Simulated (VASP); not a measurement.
# InSe (P-6m2) in VASP: single point with PBEsol

Aim: the single point of InSe with PBEsol.

All numbers are computed with VASP 6.6.1; they aren't measurements. Logs are shortened: lines on timing, memory, paths and dates and some standing lists are left out, and cuts for length are marked.

## 1. The cell of the first run

The structure is hexagonal, space group P-6m2 (No. 187). Conventional cell: a = 4.047 Å, b = 4.047 Å, c = 18.052 Å, α = 90.00°, β = 90.00°, γ = 120.00°. In (site symmetry 3m) has 3 Se at 2.65 Å and 1 In at 2.79 Å within 3.5 Å. Within 3.5 Å of In (site symmetry 3m) lie 3 Se at 2.65 Å and 1 In at 2.79 Å. Within 3.5 Å of Se (site symmetry 3m) lie 3 In at 2.65 Å. Se (site symmetry 3m) has 3 In at 2.65 Å within 3.5 Å.

## 2. Single point, PBEsol

INCAR

```
ALGO = Normal
EDIFF = 1E-7
ENCUT = 520
GGA = PS
ISIF = 2
ISMEAR = 0
LASPH = True
LCHARG = False
LREAL = False
LUSENCCL = False
LWAVE = False
NBANDS = 48
NELM = 100
PREC = Accurate
SIGMA = 0.05
```

KPOINTS

```
k-points
0
Gamma
  12 12 2
```

POSCAR

```
InSe
1.0
    4.0473293151      0.0000000000      0.0000000000
   -2.0236646576      3.5050900044      0.0000000000
    0.0000000000      0.0000000000     18.0520649100
In Se
4 4
Direct
    0.0000000000      1.0000000000      0.5773936800
    0.0000000000      1.0000000000      0.4226063200
    0.3333333333      0.6666666667      0.9226095100
    0.3333333333      0.6666666667      0.0773904900
    0.6666666667      0.3333333333      0.8530000700
    0.6666666667      0.3333333333      0.1469999300
    0.3333333333      0.6666666667      0.6470157200
    0.3333333333      0.6666666667      0.3529842800
```

Potentials or basis: VASP PAW PBE potentials, release 64 (In_d, Se).

Started as:

```
cat potpaw_PBE.64/In_d/POTCAR potpaw_PBE.64/Se/POTCAR > POTCAR
mpirun -np 1 vasp_std > vasp.out
```

OUTCAR:

```text
EDIFF = 1E-7
   ENCUT = 520
   GGA = PS
   ISIF = 2
   ISMEAR = 0
   LASPH = True
   LREAL = False
   NELM = 100
   PREC = Accurate

 ion  position               nearest neighbor table
   1  0.000  0.000  0.577-   7 2.65   7 2.65   7 2.65   2 2.79
   2  0.000  0.000  0.423-   8 2.65   8 2.65   8 2.65   1 2.79
   3  0.333  0.667  0.923-   5 2.65   5 2.65   5 2.65   4 2.79
   4  0.333  0.667  0.077-   6 2.65   6 2.65   6 2.65   3 2.79
   5  0.667  0.333  0.853-   3 2.65   3 2.65   3 2.65
   6  0.667  0.333  0.147-   4 2.65   4 2.65   4 2.65
   7  0.333  0.667  0.647-   1 2.65   1 2.65   1 2.65
   8  0.333  0.667  0.353-   2 2.65   2 2.65   2 2.65

  LATTYP: Found a hexagonal cell.
 ALAT       =     4.0473293151
 C/A-ratio  =     4.4602411874

  Lattice vectors:

 A1 = (   4.0473293151,   0.0000000000,   0.0000000000)
 A2 = (  -2.0236646576,   3.5050900044,   0.0000000000)
 A3 = (   0.0000000000,   0.0000000000,  18.0520649100)

Analysis of symmetry for initial positions (statically):
=====================================================================
 Subroutine PRICEL returns:
 Original cell was already a primitive cell.

 Routine SETGRP: Setting up the symmetry group for a
 hexagonal supercell.

 Subroutine GETGRP returns: Found 12 space group operations
 (whereof 12 operations were pure point group operations)
 out of a pool of 24 trial point group operations.

The static configuration has the point symmetry D_3h.

Analysis of symmetry for dynamics (positions and initial velocities):
=====================================================================
 Subroutine PRICEL returns:
 Original cell was already a primitive cell.

 Routine SETGRP: Setting up the symmetry group for a
 hexagonal supercell.

 Subroutine GETGRP returns: Found 12 space group operations
 (whereof 12 operations were pure point group operations)
 out of a pool of 24 trial point group operations.

The dynamic configuration has the point symmetry D_3h.

 Subroutine INISYM returns: Found 12 space group operations
 (whereof 12 operations are pure point group operations),
 and found     1 'primitive' translations

----------------------------------------------------------------------------------------

                                     Primitive cell

  volume of cell :     256.0912

  direct lattice vectors                    reciprocal lattice vectors
     4.047329315  0.000000000  0.000000000     0.247076510  0.142649689 -0.000000000
    -2.023664658  3.505090004  0.000000000     0.000000000  0.285299379  0.000000000
     0.000000000  0.000000000 18.052064910     0.000000000 -0.000000000  0.055395325

  length of vectors
     4.047329315  4.047329315 18.052064910     0.285299379  0.285299379  0.055395325

  position of ions in fractional coordinates (direct lattice)
     0.000000000  0.000000000  0.577393680
     0.000000000  0.000000000  0.422606320
     0.333333333  0.666666667  0.922609510
     0.333333333  0.666666667  0.077390490
     0.666666667  0.333333333  0.853000070
     0.666666667  0.333333333  0.146999930
     0.333333333  0.666666667  0.647015720
     0.333333333  0.666666667  0.352984280

  ion indices of the primitive-cell ions
   primitive index   ion index
                 1           1
                 2           2
                 3           3
                 4           4
                 5           5
                 6           6
                 7           7
                 8           8

----------------------------------------------------------------------------------------

 KPOINTS: k-points

Automatic generation of k-mesh.
 Grid dimensions read from file:
 generate k-points for:   12   12    2

 Generating k-lattice:

  Cartesian coordinates                     Fractional coordinates (reciprocal lattice)
     0.020589709  0.011887474 -0.000000000     0.083333333 -0.000000000  0.000000000
     0.000000000  0.023774948  0.000000000     0.000000000  0.083333333  0.000000000
     0.000000000 -0.000000000  0.027697662     0.000000000  0.000000000  0.500000000

  Length of vectors
     0.023774948  0.023774948  0.027697662

  Shift w.r.t. Gamma in fractional coordinates (k-lattice)
     0.000000000  0.000000000  0.000000000

 Subroutine IBZKPT returns following result:
 ===========================================

 Found     38 irreducible k-points:

 Following reciprocal coordinates:
            Coordinates               Weight
  0.000000  0.000000  0.000000      1.000000
  0.083333  0.000000  0.000000      6.000000
  0.166667  0.000000  0.000000      6.000000
  0.250000  0.000000  0.000000      6.000000
  0.333333  0.000000  0.000000      6.000000
  0.416667  0.000000  0.000000      6.000000
[... 16 lines left out ...]
  0.250000  0.000000  0.500000      6.000000
  0.333333  0.000000  0.500000      6.000000
 [... further k-points ...]
   k-points           NKPTS =     38   k-points in BZ     NKDIM =     38   number of bands    NBANDS=     48
   number of dos      NEDOS =    301   number of ions     NIONS =      8
   total plane-waves  NPLWV = 126000
   dimension x,y,z NGX =    30 NGY =   30 NGZ =  140
   dimension x,y,z NGXF=    60 NGYF=   60 NGZF=  280
   ions per type =               4   4
   NGX,Y,Z   is equivalent  to a cutoff of  12.32, 12.32, 12.89 a.u.
   NGXF,Y,Z  is equivalent  to a cutoff of  24.65, 24.65, 25.79 a.u.
 SYSTEM =  unknown system
   PREC   = accura    normal or accurate (medium, high low for compatibility)
   ISTART =      0    job   : 0-new  1-cont  2-samecut
   ICHARG =      2    charge: 1-file 2-atom 10-const
   ISPIN  =      1    spin polarized calculation?
   LNONCOLLINEAR =      F non collinear calculations
   LSORBIT =      F    spin-orbit coupling
   LASPH  =      T    aspherical Exc in radial PAW
   ENCUT  =  520.0 eV  38.22 Ry    6.18 a.u.   7.53  7.53 33.56*2*pi/ulx,y,z
   NELM   =    100;   NELMIN=  2; NELMDL= -5     # of ELM steps
   EDIFF  = 0.1E-06   stopping-criterion for ELM
   LREAL  =      F    real-space projection
   EDIFFG = 0.1E-05   stopping-criterion for IOM
   NSW    =      0    number of steps for IOM
   IBRION =     -1    ionic relax: 0-MD 1-quasi-New 2-CG
   NFREE  =      0    steps in history (QN), initial steepest desc. (CG)
   ISIF   =      2    stress and relaxation
   ISYM   =      2    0-nonsym 1-usesym 2-fastsym
   POTIM  = 0.5000    time-step for ionic-motion
   TEBEG  =    0.0;   TEEND  =   0.0 temperature during run
   PSTRESS=    0.0 pullay stress
   NELECT =      76.0000    total number of electrons
   NUPDOWN=      -1.0000    fix difference up-down
   EMIN   =  10.00;   EMAX   =-10.00  energy-range for DOS
   EFERMI =   0.00;   METHOD = LEGACY
   ISMEAR =     0;   SIGMA  =   0.05  broadening in eV -4-tet -1-fermi 0-gaus
   EFERMI_NEDOS =   21; number of points for ismear=-14 and -15
   IALGO  =     38    algorithm
   IMIX   =      4    mixing-type and parameters
     AMIX     =   0.40;   BMIX     =  1.00
     AMIX_MAG =   1.60;   BMIX_MAG =  1.00
  volume/ion in A,a.u.               =      32.01       216.02
  Fermi-wavevector in a.u.,A,eV,Ry     =   1.091980  2.063542 16.223849  1.192419
  Thomas-Fermi vector in A             =   2.228236
   LORBIT       =      0    0 simple, 1 ext, 2 COOP (PROOUT), +10 PAW based schemes
   GGA     = PS    functional components
   LHFCALC =     F    Hartree Fock is set to
   AEXX    =    0.0000 exact exchange contribution
   IVDW    =     0    specifies the selected vdW correction
   LEPSILON=     F    determine dielectric tensor
   LRPA    =     F    only Hartree local field effects (RPA)
 non-spin polarized calculation
 Gauss-broadening in eV      SIGMA  =   0.05
  energy-cutoff  :      520.00
  volume of cell :      256.09
 maximum number of plane-waves:      6951
   NGX = 15   NGY = 15   NGZ = 67

 number of electron      76.0000024 magnetization

 Free energy of the ion-electron system (eV)
  ---------------------------------------------------
  ext. energy  EPLUGINS =         0.00000000
  ---------------------------------------------------
  free energy    TOTEN  =       -31.14842387 eV

  energy without entropy =      -31.14842387  energy(sigma->0) =      -31.14842387

 E-fermi :   3.1699     XC(G=0):  -8.5841

 val. band max:        2.9041606139   @ k =   0.0000   0.0000   0.0000
 cond. band min:       3.5338346116   @ k =   0.0000   0.0000   0.0000
 fundamental gap:      0.6296739976
 Fermi energy:         3.1698979057

 k-point     1 :       0.0000    0.0000    0.0000
  band No.  band energies     occupation
      1     -11.5564      2.00000
      2     -11.5530      2.00000
      3     -11.3658      2.00000
      4     -11.3658      2.00000
      5     -11.3625      2.00000
      6     -11.3625      2.00000
[... 40 lines left out ...]
     47       8.5701      0.00000
     48       8.5759      0.00000

 k-point     2 :       0.0833    0.0000    0.0000
  band No.  band energies     occupation
      1     -11.5566      2.00000
      2     -11.5532      2.00000
      3     -11.3909      2.00000
      4     -11.3875      2.00000
      5     -11.3647      2.00000
      6     -11.3614      2.00000
[... 40 lines left out ...]
     47       8.2232      0.00000
     48       8.2952      0.00000

 k-point     3 :       0.1667    0.0000    0.0000
  band No.  band energies     occupation
      1     -11.5619      2.00000
      2     -11.5585      2.00000
      3     -11.4449      2.00000
      4     -11.4409      2.00000
      5     -11.3876      2.00000
      6     -11.3829      2.00000
[... 40 lines left out ...]
     47       7.6198      0.00000
     48       7.7595      0.00000

 k-point     4 :       0.2500    0.0000    0.0000
  band No.  band energies     occupation
      1     -11.5889      2.00000
      2     -11.5850      2.00000
      3     -11.4833      2.00000
      4     -11.4796      2.00000
      5     -11.4647      2.00000
      6     -11.4596      2.00000
[... 958 lines left out ...]
     47       7.6941      0.00000
     48       7.6954      0.00000

 k-point    23 :       0.2500    0.0000    0.5000
  band No.  band energies     occupation
      1     -11.5886      2.00000
      2     -11.5853      2.00000
      3     -11.4832      2.00000
      4     -11.4799      2.00000
      5     -11.4636      2.00000
      6     -11.4604      2.00000
[... 40 lines left out ...]
     47       7.7021      0.00000
     48       7.7061      0.00000

 k-point    24 :       0.3333    0.0000    0.5000
  band No.  band energies     occupation
      1     -11.6333      2.00000
      2     -11.6300      2.00000
      3     -11.5265      2.00000
      4     -11.5232      2.00000
      5     -11.4925      2.00000
      6     -11.4890      2.00000
[... 40 lines left out ...]
     47       7.7130      0.00000
     48       7.7172      0.00000

 [... further k-points ...]
[... 5 lines left out ...]
  --------------------------------------------------------------------------------------
  -------------------------------------------------------------------------------------
  Total       -1.3725337     -1.3725337     -0.7992882      0.0000000      0.0000000     -0.0000000
  in kB       -8.5869510     -8.5869510     -5.0005684      0.0000000      0.0000000     -0.0000000
  external PRESSURE =      -7.3914901 kB  Pullay stress =       0.0000000 kB

 VOLUME and BASIS-vectors are now :
 -----------------------------------------------------------------------------
  energy-cutoff  :      520.00
  volume of cell :      256.09
      direct lattice vectors                 reciprocal lattice vectors
     4.047329315  0.000000000  0.000000000     0.247076510  0.142649689 -0.000000000
    -2.023664658  3.505090004  0.000000000     0.000000000  0.285299379  0.000000000
     0.000000000  0.000000000 18.052064910     0.000000000 -0.000000000  0.055395325

 POSITION                                       TOTAL-FORCE (eV/Angst)
 -----------------------------------------------------------------------------------
      0.00000      0.00000     10.42315         0.000000      0.000000     -0.080363
      0.00000      0.00000      7.62892        -0.000000     -0.000000      0.080363
     -0.00000      2.33673     16.65501        -0.000000      0.000000      0.080800
     -0.00000      2.33673      1.39706        -0.000000     -0.000000     -0.080800
      2.02366      1.16836     15.39841        -0.000000     -0.000000     -0.032540
      2.02366      1.16836      2.65365        -0.000000      0.000000      0.032540
     -0.00000      2.33673     11.67997         0.000000     -0.000000      0.032061
     -0.00000      2.33673      6.37210         0.000000     -0.000000     -0.032061
 -----------------------------------------------------------------------------------
    total drift:                               -0.000000      0.000000     -0.000000

  FREE ENERGIE OF THE ION-ELECTRON SYSTEM (eV)
  ---------------------------------------------------
  free  energy   TOTEN  =       -31.1484238719 eV

  energy  without entropy=      -31.1484238719  energy(sigma->0) =      -31.14842387
```

It took 3.7 min on 1 × NVIDIA H100 80GB with 1 thread of AMD EPYC 7R13 (Zen 3), shared host; peak memory 1.6 GiB.

Results:

```
Free energy            : -31.1484 eV
Pressure               : -0.7 GPa
Largest force          : 0.081 eV/Å
Band gap on the k mesh : 0.63 eV, direct
```

Forces in eV/Å, atoms in the order of the input:
```
In   0.000  0.000 -0.080
In   0.000  0.000  0.080
In   0.000  0.000  0.081
In   0.000  0.000 -0.081
Se   0.000  0.000 -0.033
Se   0.000  0.000  0.033
Se   0.000  0.000  0.032
Se   0.000  0.000 -0.032
```

Stress tensor (GPa, compression positive):
```
-0.86  0.00  0.00
 0.00 -0.86  0.00
 0.00  0.00 -0.50
```

Levels at points of the mesh, in eV from the valence-band top:
| k point | band 35 | band 36 | band 37 | band 38 | band 39 | band 40 | band 41 | band 42 |
| --- | --- | --- | --- | --- | --- | --- | --- | --- |
| (0.00, 0.00, 0.00) | -0.97 | -0.95 | -0.95 | 0.00 | 0.63 | 1.43 | 2.13 | 2.17 |
| (0.50, 0.00, 0.00) | -1.94 | -1.87 | -1.46 | -1.33 | 1.64 | 1.66 | 1.88 | 1.88 |
| (0.00, 0.00, 0.50) | -0.97 | -0.97 | -0.57 | -0.56 | 1.12 | 1.13 | 2.16 | 2.16 |
| (0.50, 0.00, 0.50) | -1.91 | -1.91 | -1.39 | -1.35 | 1.55 | 1.63 | 1.87 | 2.01 |

Caveat: the PAW data sets were made with another functional, which shifts forces and pressure a little; spin-orbit coupling is left out, which moves the levels of the heavy elements; this functional lacks dispersion, which binds the layers, so the pressure and a relaxed spacing across them are unreliable. PBEsol gaps usually lie below the measured ones, often by a third to a half.
